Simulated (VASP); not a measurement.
# BN (Fmm2) in VASP: single point with PBEsol

Aim: the single point of BN with PBEsol.

Program: VASP 6.6.1. These are calculated values, not measurements. Logs are shortened: lines on timing, memory, paths and dates and some standing lists are left out, and cuts for length are marked.

### 1 The cell of the first run

Symmetry: Fmm2, No. 42, orthorhombic system. The conventional cell has a = 2.503 Å, b = 6.991 Å, c = 4.332 Å, α = 90.00°, β = 90.00°, γ = 90.00°. B (site symmetry mm2) has 3 N at 1.44 Å within 1.9 Å. N (site symmetry mm2) has 3 B at 1.44 Å within 1.9 Å.

### 2 Single point, PBEsol

INCAR

```
SYSTEM = BN
PREC     = Accurate       ! precision mode
ENCUT    = 600            ! plane-wave cutoff, eV
EDIFF    = 1E-6           ! SCF threshold, eV
ISMEAR   = 0              ! smearing method
SIGMA    = 0.01           ! smearing width, eV
LREAL    = .False.        ! projectors in reciprocal space
LASPH    = .True.         ! aspherical terms in the spheres
NELM     = 120            ! most SCF steps
ALGO     = Normal         ! electronic algorithm
ISIF     = 2              ! what is computed and relaxed
LWAVE    = .False.        ! write WAVECAR
LCHARG   = .False.        ! write CHGCAR
GGA      = PS             ! functional
NBANDS   = 11             ! bands
GGA_COMPAT= .False.
```

KPOINTS

```
Automatic mesh
0
Gamma
  5 5 5
  0 0 0
```

POSCAR

```
BN
1.0
    0.0000000000      3.4953158300      2.1660912400
    1.2516321000      0.0000000000      2.1660912400
    1.2516321000      3.4953158300      0.0000000000
B N
1 1
Direct
    0.0000486500      0.0000486500      0.9999513500
    0.6666666667      0.6666666667      0.3333333333
```

Potentials or basis: VASP PAW PBE potentials, release 64 (B, N).

On the command line:

```sh
$ cat potpaw_PBE.64/B/POTCAR potpaw_PBE.64/N/POTCAR > POTCAR
$ mpirun -np 1 vasp_std > vasp.out
```

OUTCAR:

```text
SYSTEM = BN
   PREC = Accurate
   ENCUT = 600
   EDIFF = 1E-6
   ISMEAR = 0
   LREAL = .False.
   LASPH = .True.
   NELM = 120
   ISIF = 2
   GGA = PS

 ion  position               nearest neighbor table
   1  0.000  0.000  1.000-   2 1.44   2 1.44   2 1.44
   2  0.667  0.667  0.333-   1 1.44   1 1.44   1 1.44

  LATTYP: Found a face centered orthorhombic cell.
 ALAT       =     2.5032642000
 B/A-ratio  =     1.7306133647
 C/A-ratio  =     2.7926064137

  Lattice vectors:

 A1 = (   0.0000000000,   3.4953158300,   2.1660912400)
 A2 = (  -1.2516321000,   3.4953158300,   0.0000000000)
 A3 = (  -1.2516321000,   0.0000000000,   2.1660912400)

Analysis of symmetry for initial positions (statically):
=====================================================================
 Subroutine PRICEL returns:
 Original cell was already a primitive cell.

 Routine SETGRP: Setting up the symmetry group for a
 face centered orthorhombic supercell.

 Subroutine GETGRP returns: Found  4 space group operations
 (whereof  4 operations were pure point group operations)
 out of a pool of  8 trial point group operations.

The static configuration has the point symmetry C_2v.

Analysis of symmetry for dynamics (positions and initial velocities):
=====================================================================
 Subroutine PRICEL returns:
 Original cell was already a primitive cell.

 Routine SETGRP: Setting up the symmetry group for a
 face centered orthorhombic supercell.

 Subroutine GETGRP returns: Found  4 space group operations
 (whereof  4 operations were pure point group operations)
 out of a pool of  8 trial point group operations.

The dynamic configuration has the point symmetry C_2v.

 Subroutine INISYM returns: Found  4 space group operations
 (whereof  4 operations are pure point group operations),
 and found     1 'primitive' translations

----------------------------------------------------------------------------------------

                                     Primitive cell

  volume of cell :      18.9526

  direct lattice vectors                    reciprocal lattice vectors
     0.000000000  3.495315830  2.166091240    -0.399478409  0.143048590  0.230830535
     1.251632100  0.000000000  2.166091240     0.399478409 -0.143048590  0.230830535
     1.251632100  3.495315830  0.000000000     0.399478409  0.143048590 -0.230830535

  length of vectors
     4.112077822  2.501706252  3.712656147     0.483041027  0.483041027  0.483041027

  position of ions in fractional coordinates (direct lattice)
     0.000048650  0.000048650  0.999951350
     0.666666667  0.666666667  0.333333333

  ion indices of the primitive-cell ions
   primitive index   ion index
                 1           1
                 2           2

----------------------------------------------------------------------------------------

 KPOINTS: Automatic mesh

Automatic generation of k-mesh.
 Grid dimensions read from file:
 generate k-points for:    5    5    5

 Generating k-lattice:

  Cartesian coordinates                     Fractional coordinates (reciprocal lattice)
    -0.079895682  0.028609718  0.046166107     0.200000000  0.000000000  0.000000000
     0.079895682 -0.028609718  0.046166107     0.000000000  0.200000000  0.000000000
     0.079895682  0.028609718 -0.046166107     0.000000000  0.000000000  0.200000000

  Length of vectors
     0.096608205  0.096608205  0.096608205

  Shift w.r.t. Gamma in fractional coordinates (k-lattice)
     0.000000000  0.000000000  0.000000000

 Subroutine IBZKPT returns following result:
 ===========================================

 Found     27 irreducible k-points:

 Following reciprocal coordinates:
            Coordinates               Weight
  0.000000  0.000000  0.000000      1.000000
  0.200000 -0.000000 -0.000000      8.000000
  0.400000  0.000000  0.000000      8.000000
  0.200000  0.200000  0.000000      2.000000
  0.400000  0.200000  0.000000      8.000000
 -0.400000  0.200000  0.000000      8.000000
[... 16 lines left out ...]
 -0.400000  0.000000  0.400000      4.000000
 -0.400000  0.200000  0.400000      4.000000
 [... further k-points ...]
   k-points           NKPTS =     27   k-points in BZ     NKDIM =     27   number of bands    NBANDS=     11
   number of dos      NEDOS =    301   number of ions     NIONS =      2
   total plane-waves  NPLWV =  21600
   dimension x,y,z NGX =    36 NGY =   20 NGZ =   30
   dimension x,y,z NGXF=    72 NGYF=   40 NGZF=   60
   ions per type =               1   1
   NGX,Y,Z   is equivalent  to a cutoff of  14.55, 13.29, 13.43 a.u.
   NGXF,Y,Z  is equivalent  to a cutoff of  29.11, 26.58, 26.87 a.u.
 SYSTEM =  BN
   PREC   = accura    normal or accurate (medium, high low for compatibility)
   ISTART =      0    job   : 0-new  1-cont  2-samecut
   ICHARG =      2    charge: 1-file 2-atom 10-const
   ISPIN  =      1    spin polarized calculation?
   LNONCOLLINEAR =      F non collinear calculations
   LSORBIT =      F    spin-orbit coupling
   LASPH  =      T    aspherical Exc in radial PAW
   ENCUT  =  600.0 eV  44.10 Ry    6.64 a.u.   8.21  5.00  7.42*2*pi/ulx,y,z
   NELM   =    120;   NELMIN=  2; NELMDL= -5     # of ELM steps
   EDIFF  = 0.1E-05   stopping-criterion for ELM
   LREAL  =      F    real-space projection
   EDIFFG = 0.1E-04   stopping-criterion for IOM
   NSW    =      0    number of steps for IOM
   IBRION =     -1    ionic relax: 0-MD 1-quasi-New 2-CG
   NFREE  =      0    steps in history (QN), initial steepest desc. (CG)
   ISIF   =      2    stress and relaxation
   ISYM   =      2    0-nonsym 1-usesym 2-fastsym
   POTIM  = 0.5000    time-step for ionic-motion
   TEBEG  =    0.0;   TEEND  =   0.0 temperature during run
   PSTRESS=    0.0 pullay stress
   NELECT =       8.0000    total number of electrons
   NUPDOWN=      -1.0000    fix difference up-down
   EMIN   =  10.00;   EMAX   =-10.00  energy-range for DOS
   EFERMI =   0.00;   METHOD = LEGACY
   ISMEAR =     0;   SIGMA  =   0.01  broadening in eV -4-tet -1-fermi 0-gaus
   EFERMI_NEDOS =   21; number of points for ismear=-14 and -15
   IALGO  =     38    algorithm
   IMIX   =      4    mixing-type and parameters
     AMIX     =   0.40;   BMIX     =  1.00
     AMIX_MAG =   1.60;   BMIX_MAG =  1.00
  volume/ion in A,a.u.               =       9.48        63.95
  Fermi-wavevector in a.u.,A,eV,Ry     =   1.228047  2.320672 20.518928  1.508099
  Thomas-Fermi vector in A             =   2.362987
   LORBIT       =      0    0 simple, 1 ext, 2 COOP (PROOUT), +10 PAW based schemes
   GGA     = PS    functional components
   LHFCALC =     F    Hartree Fock is set to
   AEXX    =    0.0000 exact exchange contribution
   IVDW    =     0    specifies the selected vdW correction
   LEPSILON=     F    determine dielectric tensor
   LRPA    =     F    only Hartree local field effects (RPA)
 non-spin polarized calculation
 Gauss-broadening in eV      SIGMA  =   0.01
  energy-cutoff  :      600.00
  volume of cell :       18.95
 maximum number of plane-waves:       642
 NGX is ok and might be reduce to    36
   NGX = 17   NGY =  9   NGZ = 15

 number of electron       8.0000000 magnetization

 Free energy of the ion-electron system (eV)
  ---------------------------------------------------
  ext. energy  EPLUGINS =         0.00000000
  ---------------------------------------------------
  free energy    TOTEN  =       -18.27893986 eV

  energy without entropy =      -18.27893986  energy(sigma->0) =      -18.27893986

 E-fermi :   1.7955     XC(G=0):  -9.9629

 val. band max:        1.7190830859   @ k =  -0.4000   0.4000   0.0000
 cond. band min:       5.9169345181   @ k =   0.0000   0.4000   0.4000
 fundamental gap:      4.1978514323
 Fermi energy:         1.7954858699

 k-point     1 :       0.0000    0.0000    0.0000
  band No.  band energies     occupation
      1     -15.9271      2.00000
      2      -2.6090      2.00000
      3       0.5072      2.00000
      4       0.5160      2.00000
      5       6.5691      0.00000
      6      13.3676      0.00000
      7      13.4263      0.00000
      8      14.8453      0.00000
      9      16.3099      0.00000
     10      27.2599      0.00000
     11      28.4718      0.00000

 k-point     2 :       0.2000   -0.0000   -0.0000
  band No.  band energies     occupation
      1     -15.1435      2.00000
      2      -2.1839      2.00000
      3      -1.8127      2.00000
      4      -0.6827      2.00000
      5       8.1544      0.00000
      6      12.3812      0.00000
      7      13.0789      0.00000
      8      16.4493      0.00000
      9      18.3933      0.00000
     10      23.1712      0.00000
     11      27.6065      0.00000

 k-point     3 :       0.4000    0.0000    0.0000
  band No.  band energies     occupation
      1     -13.2371      2.00000
      2      -6.2592      2.00000
      3      -2.1035      2.00000
      4       0.2421      2.00000
      5       7.4438      0.00000
      6      11.4179      0.00000
      7      13.7733      0.00000
      8      18.5911      0.00000
      9      21.3915      0.00000
     10      22.2895      0.00000
     11      25.1931      0.00000

 k-point     4 :       0.2000    0.2000    0.0000
  band No.  band energies     occupation
      1     -15.1596      2.00000
      2      -2.2094      2.00000
      3      -1.6448      2.00000
      4      -0.6758      2.00000
      5       7.8267      0.00000
      6      12.6495      0.00000
      7      13.0759      0.00000
      8      16.5007      0.00000
      9      18.0990      0.00000
     10      25.1429      0.00000
     11      26.3822      0.00000

 k-point     5 :       0.4000    0.2000    0.0000
  band No.  band energies     occupation
      1     -13.7696      2.00000
      2      -4.7076      2.00000
      3      -2.9137      2.00000
      4      -0.0769      2.00000
      5       9.1452      0.00000
      6      10.7346      0.00000
      7      14.7716      0.00000
      8      16.9576      0.00000
      9      18.8487      0.00000
     10      22.0439      0.00000
     11      25.3974      0.00000
[... 211 lines left out ...]
 k-point    21 :       0.4000   -0.2000    0.2000
  band No.  band energies     occupation
      1     -13.6610      2.00000
      2      -4.6902      2.00000
      3      -2.9410      2.00000
      4      -1.1223      2.00000
      5       9.0079      0.00000
      6      14.3660      0.00000
      7      14.7292      0.00000
      8      16.5166      0.00000
      9      20.5355      0.00000
     10      22.2107      0.00000
     11      23.5261      0.00000

 k-point    22 :       0.4000    0.0000    0.4000
  band No.  band energies     occupation
      1     -15.7452      2.00000
      2      -4.1524      2.00000
      3       0.4943      2.00000
      4       0.5143      2.00000
      5      10.7100      0.00000
      6      13.3291      0.00000
      7      13.3918      0.00000
      8      14.0210      0.00000
      9      17.2637      0.00000
     10      22.8355      0.00000
     11      27.1228      0.00000

 k-point    23 :      -0.4000    0.0000    0.4000
  band No.  band energies     occupation
      1     -14.9782      2.00000
      2      -3.2217      2.00000
      3      -2.1805      2.00000
      4      -0.6827      2.00000
      5      10.8721      0.00000
      6      12.6516      0.00000
      7      15.8676      0.00000
      8      16.2887      0.00000
      9      16.4523      0.00000
     10      23.1093      0.00000
     11      27.1558      0.00000

 k-point    24 :      -0.4000    0.2000    0.4000
  band No.  band energies     occupation
      1     -14.9944      2.00000
      2      -3.0996      2.00000
      3      -2.1266      2.00000
      4      -0.7051      2.00000
      5      10.5341      0.00000
      6      12.5447      0.00000
      7      14.8432      0.00000
      8      16.4001      0.00000
      9      17.0540      0.00000
     10      23.5921      0.00000
     11      25.3512      0.00000

 [... further k-points ...]

------------------------ aborting loop because EDIFF is reached ----------------------------------------

  FORCE on cell =-STRESS in cart. coord.  units (eV):
  Direction    XX          YY          ZZ          XY          YZ          ZX
  --------------------------------------------------------------------------------------
  -------------------------------------------------------------------------------------
  Total        0.1310369     -0.0080261      0.1377797      0.0000000      0.0000000      0.0000000
  in kB       11.0773095     -0.6784913     11.6473168      0.0000000      0.0000000      0.0000000
  external PRESSURE =       7.3487117 kB  Pullay stress =       0.0000000 kB

 VOLUME and BASIS-vectors are now :
 -----------------------------------------------------------------------------
  energy-cutoff  :      600.00
  volume of cell :       18.95
      direct lattice vectors                 reciprocal lattice vectors
     0.000000000  3.495315830  2.166091240    -0.399478409  0.143048590  0.230830535
     1.251632100  0.000000000  2.166091240     0.399478409 -0.143048590  0.230830535
     1.251632100  3.495315830  0.000000000     0.399478409  0.143048590 -0.230830535

 POSITION                                       TOTAL-FORCE (eV/Angst)
 -----------------------------------------------------------------------------------
      1.25163      3.49532      0.00021         0.000000      0.000000      0.014392
      1.25163      3.49532      2.88812         0.000000      0.000000     -0.014392
 -----------------------------------------------------------------------------------
    total drift:                                0.000004     -0.000003     -0.000078

  FREE ENERGIE OF THE ION-ELECTRON SYSTEM (eV)
  ---------------------------------------------------
  free  energy   TOTEN  =       -18.2789398567 eV

  energy  without entropy=      -18.2789398567  energy(sigma->0) =      -18.27893986
```

It took 16 s on 1 thread of Intel Xeon 8259CL, shared host; peak memory 0.15 GiB.

Results:

* Free energy: -18.2789 eV
* Pressure: 0.7 GPa
* Largest force: 0.014 eV/Å
* Band gap on the k mesh: 4.20 eV, indirect (least direct gap 4.91 eV)

Forces in eV/Å, atoms in the order of the input:
```
B    0.000  0.000  0.014
N    0.000  0.000 -0.014
```

Caveat: the k points lie up to 0.61 Å⁻¹ apart; the PAW data sets were made with another functional, which shifts forces and pressure a little. A k mesh can miss the band edges.
